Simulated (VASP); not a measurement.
# VO2 (P4_2/mnm) in VASP: settings compared

The runs below take VO2 through single point, relaxation of cell and atoms, with revPBE, BLYP.

Program: VASP 6.6.1. These are calculated values, not measurements. Logs are shortened: lines on timing, memory, paths and dates and some standing lists are left out, and cuts for length are marked.

## Step 1: The cell of the first run

Symmetry: P4_2/mnm, No. 136, tetragonal system. The conventional cell has a = 4.507 Å, b = 4.507 Å, c = 3.044 Å, α = 90.00°, β = 90.00°, γ = 90.00°. Within 2.5 Å of V (site symmetry mmm) lie 6 O at 1.91 to 1.99 Å. O (site symmetry m2m) has 3 V at 1.91 to 1.99 Å and 1 O at 2.55 Å within 2.6 Å.

## Step 2: Single point, revPBE, collinear spin, ferromagnetic start

Contents of INCAR:

```
SYSTEM = VO2
  PREC = Accurate
  ENCUT = 600
  EDIFF = 1E-6
  ISMEAR = -1
  SIGMA = 0.05
  LREAL = .False.
  LASPH = .True.
  NELM = 200
  ALGO = Normal
  ISIF = 2
  LWAVE = .False.
  LCHARG = .True.
  ISPIN = 2
  MAGMOM = 2 2 0 0 0 0
  LORBIT = 11
  LMAXMIX = 4
  GGA = RE
  LELF = .True.
  LVHAR = .True.
  NBANDS = 38
  GGA_COMPAT = .False.
```

Contents of KPOINTS:

```
regular mesh
0
Gamma
  6 6 9
  0 0 0
```

Contents of POSCAR:

```
VO2
1.0
    4.5072020454      0.0000000000      0.0000000000
    0.0000000000      4.5072020454      0.0000000000
    0.0000000000      0.0000000000      3.0444500000
V O
2 4
Direct
    0.5000000000      0.5000000000      0.5000000000
    0.0000000000      0.0000000000      0.0000000000
    0.2003580000      0.7996420000      0.5000000000
    0.7996420000      0.2003580000      0.5000000000
    0.7003580000      0.7003580000      0.0000000000
    0.2996420000      0.2996420000      0.0000000000
```

Potentials or basis: VASP PAW PBE potentials, release 64 (V_sv, O).

Command:

```
> cat potpaw_PBE.64/V_sv/POTCAR potpaw_PBE.64/O/POTCAR > POTCAR
> mpirun -np 1 vasp_std > vasp.out
```

OUTCAR:

```text
SYSTEM = VO2
   PREC = Accurate
   ENCUT = 600
   EDIFF = 1E-6
   ISMEAR = -1
   LREAL = .False.
   LASPH = .True.
   NELM = 200
   ISIF = 2
   ISPIN = 2
   LORBIT = 11
   GGA = RE

 ion  position               nearest neighbor table
   1  0.500  0.500  0.500-   3 1.91   4 1.91   5 1.99   6 1.99   5 1.99   6 1.99
   2  0.000  0.000  0.000-   5 1.91   6 1.91   3 1.99   4 1.99   3 1.99   4 1.99
   3  0.200  0.800  0.500-   1 1.91   2 1.99   2 1.99
   4  0.800  0.200  0.500-   1 1.91   2 1.99   2 1.99
   5  0.700  0.700  0.000-   2 1.91   1 1.99   1 1.99
   6  0.300  0.300  0.000-   2 1.91   1 1.99   1 1.99

  LATTYP: Found a simple tetragonal cell.
 ALAT       =     4.5072020454
 C/A-ratio  =     0.6754633960

  Lattice vectors:

 A1 = (   4.5072020454,   0.0000000000,   0.0000000000)
 A2 = (   0.0000000000,   4.5072020454,   0.0000000000)
 A3 = (   0.0000000000,   0.0000000000,   3.0444500000)

Analysis of symmetry for initial positions (statically):
=====================================================================
 Subroutine PRICEL returns:
 Original cell was already a primitive cell.

 Routine SETGRP: Setting up the symmetry group for a
 simple tetragonal supercell.

 Subroutine GETGRP returns: Found 16 space group operations
 (whereof  8 operations were pure point group operations)
 out of a pool of 16 trial point group operations.

The static configuration has the point symmetry D_2h.
 The point group associated with its full space group is D_4h.

Analysis of symmetry for dynamics (positions and initial velocities):
=====================================================================
 Subroutine PRICEL returns:
 Original cell was already a primitive cell.

 Routine SETGRP: Setting up the symmetry group for a
 simple tetragonal supercell.

 Subroutine GETGRP returns: Found 16 space group operations
 (whereof  8 operations were pure point group operations)
 out of a pool of 16 trial point group operations.

The dynamic configuration has the point symmetry D_2h.
 The point group associated with its full space group is D_4h.

Analysis of structural, dynamic, and magnetic symmetry:
=====================================================================
 Subroutine PRICEL returns:
 Original cell was already a primitive cell.

 Routine SETGRP: Setting up the symmetry group for a
 simple tetragonal supercell.

 Subroutine GETGRP returns: Found 16 space group operations
 (whereof  8 operations were pure point group operations)
 out of a pool of 16 trial point group operations.

The overall configuration has the point symmetry D_2h.
 The point group associated with its full space group is D_4h.

 Subroutine INISYM returns: Found 16 space group operations
 (whereof  8 operations are pure point group operations),
 and found     1 'primitive' translations

----------------------------------------------------------------------------------------

                                     Primitive cell

  volume of cell :      61.8476

  direct lattice vectors                    reciprocal lattice vectors
     4.507202045  0.000000000  0.000000000     0.221867134  0.000000000  0.000000000
     0.000000000  4.507202045  0.000000000     0.000000000  0.221867134  0.000000000
     0.000000000  0.000000000  3.044450000     0.000000000  0.000000000  0.328466554

  length of vectors
     4.507202045  4.507202045  3.044450000     0.221867134  0.221867134  0.328466554

  position of ions in fractional coordinates (direct lattice)
     0.500000000  0.500000000  0.500000000
     0.000000000  0.000000000  0.000000000
     0.200358000  0.799642000  0.500000000
     0.799642000  0.200358000  0.500000000
     0.700358000  0.700358000  0.000000000
     0.299642000  0.299642000  0.000000000

  ion indices of the primitive-cell ions
   primitive index   ion index
                 1           1
                 2           2
                 3           3
                 4           4
                 5           5
                 6           6

[... 29 lines left out ...]
  0.166667  0.000000  0.000000      4.000000
  0.333333  0.000000  0.000000      4.000000
  0.500000  0.000000  0.000000      2.000000
  0.166667  0.166667  0.000000      4.000000
  0.333333  0.166667  0.000000      8.000000
[... 16 lines left out ...]
  0.333333  0.000000  0.222222      8.000000
  0.500000  0.000000  0.222222      4.000000
 [... further k-points ...]
   k-points           NKPTS =     50   k-points in BZ     NKDIM =     50   number of bands    NBANDS=     38
   number of dos      NEDOS =    301   number of ions     NIONS =      6
   total plane-waves  NPLWV =  31104
   dimension x,y,z NGX =    36 NGY =   36 NGZ =   24
   dimension x,y,z NGXF=    72 NGYF=   72 NGZF=   48
   ions per type =               2   4
   NGX,Y,Z   is equivalent  to a cutoff of  13.28, 13.28, 13.11 a.u.
   NGXF,Y,Z  is equivalent  to a cutoff of  26.56, 26.56, 26.21 a.u.
 SYSTEM =  VO2
   PREC   = accura    normal or accurate (medium, high low for compatibility)
   ISTART =      0    job   : 0-new  1-cont  2-samecut
   ICHARG =      2    charge: 1-file 2-atom 10-const
   ISPIN  =      2    spin polarized calculation?
   LNONCOLLINEAR =      F non collinear calculations
   LSORBIT =      F    spin-orbit coupling
   LASPH  =      T    aspherical Exc in radial PAW
   ENCUT  =  600.0 eV  44.10 Ry    6.64 a.u.   9.00  9.00  6.08*2*pi/ulx,y,z
   NELM   =    200;   NELMIN=  2; NELMDL= -5     # of ELM steps
   EDIFF  = 0.1E-05   stopping-criterion for ELM
   LREAL  =      F    real-space projection
   EDIFFG = 0.1E-04   stopping-criterion for IOM
   NSW    =      0    number of steps for IOM
   IBRION =     -1    ionic relax: 0-MD 1-quasi-New 2-CG
   NFREE  =      0    steps in history (QN), initial steepest desc. (CG)
   ISIF   =      2    stress and relaxation
   ISYM   =      2    0-nonsym 1-usesym 2-fastsym
   POTIM  = 0.5000    time-step for ionic-motion
   TEBEG  =    0.0;   TEEND  =   0.0 temperature during run
   PSTRESS=    0.0 pullay stress
   NELECT =      50.0000    total number of electrons
   NUPDOWN=      -1.0000    fix difference up-down
   EMIN   =  10.00;   EMAX   =-10.00  energy-range for DOS
   EFERMI =   0.00;   METHOD = LEGACY
   ISMEAR =    -1;   SIGMA  =   0.05  broadening in eV -4-tet -1-fermi 0-gaus
   EFERMI_NEDOS =   21; number of points for ismear=-14 and -15
   IALGO  =     38    algorithm
   IMIX   =      4    mixing-type and parameters
     AMIX     =   0.40;   BMIX     =  1.00
     AMIX_MAG =   1.60;   BMIX_MAG =  1.00
  volume/ion in A,a.u.               =      10.31        69.56
  Fermi-wavevector in a.u.,A,eV,Ry     =   1.525073  2.881969 31.645064  2.325847
  Thomas-Fermi vector in A             =   2.633293
   LORBIT       =     11    0 simple, 1 ext, 2 COOP (PROOUT), +10 PAW based schemes
   GGA     = RE    functional components
   LHFCALC =     F    Hartree Fock is set to
   AEXX    =    0.0000 exact exchange contribution
   IVDW    =     0    specifies the selected vdW correction
   LEPSILON=     F    determine dielectric tensor
   LRPA    =     F    only Hartree local field effects (RPA)
 spin polarized calculation
  energy-cutoff  :      600.00
  volume of cell :       61.85
 maximum number of plane-waves:      2092
   NGX = 19   NGY = 19   NGZ = 13

 number of electron      49.9999994 magnetization       1.9999768

 Free energy of the ion-electron system (eV)
  ---------------------------------------------------
  ext. energy  EPLUGINS =         0.00000000
  ---------------------------------------------------
  free energy    TOTEN  =       -49.50447619 eV

  energy without entropy =      -49.45902364  energy(sigma->0) =      -49.48174991

 E-fermi :   5.7278     XC(G=0): -11.3413

 val. band max:        5.7203630790   @ k =   0.5000   0.3333   0.4444
 cond. band min:       5.7286898054   @ k =   0.0000   0.0000   0.1111
 fundamental gap:      0.0083267264
 Fermi energy:         5.7277858659

 spin component 1

 k-point     1 :       0.0000    0.0000    0.0000
  band No.  band energies     occupation
      1     -60.3725      1.00000
      2     -60.3641      1.00000
      3     -34.1435      1.00000
      4     -34.1435      1.00000
      5     -34.0863      1.00000
      6     -34.0659      1.00000
[... 949 lines left out ...]
     36      15.8094      0.00000
     37      18.8421      0.00000

 [... further k-points ...]

 spin component 2

 k-point     1 :       0.0000    0.0000    0.0000
  band No.  band energies     occupation
      1     -59.2072      1.00000
      2     -59.1983      1.00000
      3     -33.0815      1.00000
      4     -33.0815      1.00000
      5     -32.9010      1.00000
      6     -32.8787      1.00000
[... 949 lines left out ...]
     36      15.9543      0.00000
     37      19.2103      0.00000

 [... further k-points ...]

 [bands above 37 left out]

------------------------ aborting loop because EDIFF is reached ----------------------------------------

  FORCE on cell =-STRESS in cart. coord.  units (eV):
  Direction    XX          YY          ZZ          XY          YZ          ZX
  --------------------------------------------------------------------------------------
  -------------------------------------------------------------------------------------
  Total        0.4530444      0.4530444     -6.0971537      0.0000000      0.0000000      0.0000000
  in kB       11.7362254     11.7362254   -157.9482529      0.0000000      0.0000000      0.0000000
  external PRESSURE =     -44.8252674 kB  Pullay stress =       0.0000000 kB

 VOLUME and BASIS-vectors are now :
 -----------------------------------------------------------------------------
  energy-cutoff  :      600.00
  volume of cell :       61.85
      direct lattice vectors                 reciprocal lattice vectors
     4.507202045  0.000000000  0.000000000     0.221867134  0.000000000  0.000000000
     0.000000000  4.507202045  0.000000000     0.000000000  0.221867134  0.000000000
     0.000000000  0.000000000  3.044450000     0.000000000  0.000000000  0.328466554

 POSITION                                       TOTAL-FORCE (eV/Angst)
 -----------------------------------------------------------------------------------
      2.25360      2.25360      1.52222         0.000000      0.000000      0.000000
      0.00000      0.00000      0.00000         0.000000      0.000000      0.000000
      0.90305      3.60415      1.52222        -0.159291      0.159291      0.000000
      3.60415      0.90305      1.52222         0.159291     -0.159291     -0.000000
      3.15666      3.15666      0.00000        -0.159291     -0.159291     -0.000000
      1.35055      1.35055      0.00000         0.159291      0.159291      0.000000
 -----------------------------------------------------------------------------------
    total drift:                                0.000000      0.000000      0.000000

  FREE ENERGIE OF THE ION-ELECTRON SYSTEM (eV)
  ---------------------------------------------------
  free  energy   TOTEN  =       -49.5044761907 eV

  energy  without entropy=      -49.4590236382  energy(sigma->0) =      -49.48174991

 total charge

# of ion       s       p       d       tot
------------------------------------------
    1        2.265   6.297   2.828  11.390
    2        2.265   6.297   2.828  11.390
    3        1.571   3.462   0.000   5.034
    4        1.571   3.462   0.000   5.034
    5        1.571   3.462   0.000   5.034
    6        1.571   3.462   0.000   5.034
--------------------------------------------------
tot         10.815  26.443   5.656  42.914

 magnetization (x)

# of ion       s       p       d       tot
------------------------------------------
    1        0.016   0.012   1.071   1.099
    2        0.016   0.012   1.071   1.099
    3       -0.002  -0.074   0.000  -0.076
    4       -0.002  -0.074   0.000  -0.076
    5       -0.002  -0.074   0.000  -0.076
    6       -0.002  -0.074   0.000  -0.076
--------------------------------------------------
tot          0.023  -0.270   2.143   1.896
```

It took 2.3 min on 1 thread of Intel Xeon Platinum 8559C (Emerald Rapids), shared host; peak memory 0.33 GiB.

What came out:

| Property | Result |
| --- | --- |
| Free energy | -49.5045 eV |
| Pressure | -4.5 GPa |
| Largest force | 0.225 eV/Å |
| Band gap on the k mesh | zero (filled and empty bands overlap) |
| Net moment | 2.00 μB per cell |
| Site moments | V +1.10; O -0.08 μB |
| Valence electrons inside the program's atomic spheres | V 11.39; O 5.03 |

Forces on the atoms (eV/Å):
```
V    0.000  0.000  0.000
V    0.000  0.000  0.000
O   -0.159  0.159  0.000
O    0.159 -0.159  0.000
O   -0.159 -0.159  0.000
O    0.159  0.159  0.000
```

Stress tensor (GPa, compression positive):
```
  1.17   0.00   0.00
  0.00   1.17   0.00
  0.00   0.00 -15.79
```

Caveat: the stress differs along the axes, from -16 to 1 GPa; the PAW data sets were made with another functional, which shifts forces and pressure a little; semilocal functionals often make such compounds metallic where correlation or magnetic order opens a gap, which also shifts bond lengths. With open d or f shells a metallic result of revPBE can be an artefact of self-interaction; +U or a hybrid may open a gap.

## Step 3: Relaxation of cell and atoms, BLYP, collinear spin, ferromagnetic start

Contents of INCAR:

```
  AGGAC = 1.0
  AGGAX = 1.0
  ALDAC = 0.0
  ALDAX = 1.0
  ALGO = Normal
  EDIFF = 1E-7
  EDIFFG = -0.01
  ENCUT = 600
  GGA = B5
  GGA_COMPAT = False
  IBRION = 2
  ISIF = 3
  ISMEAR = -1
  ISPIN = 2
  LASPH = True
  LCHARG = False
  LMAXMIX = 4
  LORBIT = 11
  LREAL = False
  LWAVE = False
  MAGMOM = 2 2 0 0 0 0
  NELM = 200
  NELMIN = 4
  NSW = 60
  PREC = Accurate
  SIGMA = 0.05
```

Contents of KPOINTS:

```
k-points
0
Gamma
  6 6 9
```

POSCAR is that of step 2.

Potentials or basis: VASP PAW PBE potentials, release 64 (V_sv, O).

Command:

```
> cat potpaw_PBE.64/V_sv/POTCAR potpaw_PBE.64/O/POTCAR > POTCAR
> mpirun -np 1 vasp_std > vasp.out
```

Wall time 8.1 min (1 thread of Intel Xeon 6975P-C (Granite Rapids), shared host); peak memory 0.32 GiB.

The run converged. Its results:

* Free energy: -49.6253 eV
* Relaxed volume: 10.26 Å³/atom
* Relaxed cell: a = 4.627 Å, b = 4.627 Å, c = 2.874 Å, α = 90.00°, β = 90.00°, γ = 90.00°
* Space group after relaxing (to 0.1 Å): P4_2/mnm (No. 136)
* Energy gained by relaxing: 35.3 meV/atom
* Ionic steps: 8
* Pressure after relaxing: 0.1 GPa
* Largest force after relaxing: 0.005 eV/Å
* Band gap on the k mesh: zero (filled and empty bands overlap)
* Net moment: 2.00 μB per cell
* Site moments: V +1.05; O -0.05 μB
* Valence electrons inside the program's atomic spheres: V 11.44; O 5.03

Forces in eV/Å, atoms in the order of the input:
```
V    0.000  0.000  0.000
V    0.000  0.000  0.000
O   -0.003  0.003  0.000
O    0.003 -0.003  0.000
O   -0.003 -0.003  0.000
O    0.003  0.003  0.000
```

The path:
| step | energy change (eV) | largest force (eV/Å) | pressure (GPa) | volume (Å³) |
| --- | --- | --- | --- | --- |
| 1 | 0.0000 | 0.2156 | -1.92 | 61.85 |
| 2 | -0.1725 | 0.0560 | 2.76 | 60.69 |
| 3 | -0.1847 | 0.1572 | 4.60 | 60.35 |
| 4 | -0.1967 | 0.0616 | -3.40 | 62.65 |
| 5 | -0.2116 | 0.0380 | -0.16 | 61.66 |
| 6 | -0.2116 | 0.0406 | -0.08 | 61.63 |
| 7 | -0.2119 | 0.0168 | 0.02 | 61.59 |
| 8 | -0.2119 | 0.0047 | 0.10 | 61.54 |

Final structure:
```xyz
6
Lattice="4.6272 0.0000 0.0000 0.0000 4.6272 0.0000 0.0000 0.0000 2.8744" Properties=species:S:1:pos:R:3 pbc="T T T"
V     2.3136    2.3136    1.4372
V     0.0000    0.0000    0.0000
O     0.9218    3.7054    1.4372
O     3.7054    0.9218    1.4372
O     3.2354    3.2354    0.0000
O     1.3918    1.3918    0.0000
```

Levels at points of the mesh, in eV from the Fermi level:
Spin up:
| k point | band 24 | band 25 | band 26 | band 27 | band 28 | band 29 |
| --- | --- | --- | --- | --- | --- | --- |
| (0.00, 0.00, 0.00) | -1.43 | -0.93 | -0.67 | -0.35 | -0.35 | -0.18 |
| (0.50, 0.00, 0.00) | -2.04 | -0.28 | -0.28 | 0.21 | 0.21 | 0.94 |
| (0.50, 0.50, 0.00) | -2.58 | -0.89 | -0.89 | -0.33 | -0.33 | 1.30 |
Spin down:
| k point | band 22 | band 23 | band 24 | band 25 | band 26 | band 27 |
| --- | --- | --- | --- | --- | --- | --- |
| (0.00, 0.00, 0.00) | -1.90 | -1.90 | -1.43 | 0.21 | 0.28 | 0.79 |
| (0.50, 0.00, 0.00) | -2.93 | -2.12 | -2.12 | 0.77 | 0.77 | 1.39 |
| (0.50, 0.50, 0.00) | -2.65 | -2.64 | -2.64 | 0.17 | 0.17 | 0.92 |

Caveat: the PAW data sets were made with another functional, which shifts forces and pressure a little; semilocal functionals often make such compounds metallic where correlation or magnetic order opens a gap, which also shifts bond lengths.

The gap in the log of VASP goes by the Fermi energy; the results here count the filled bands.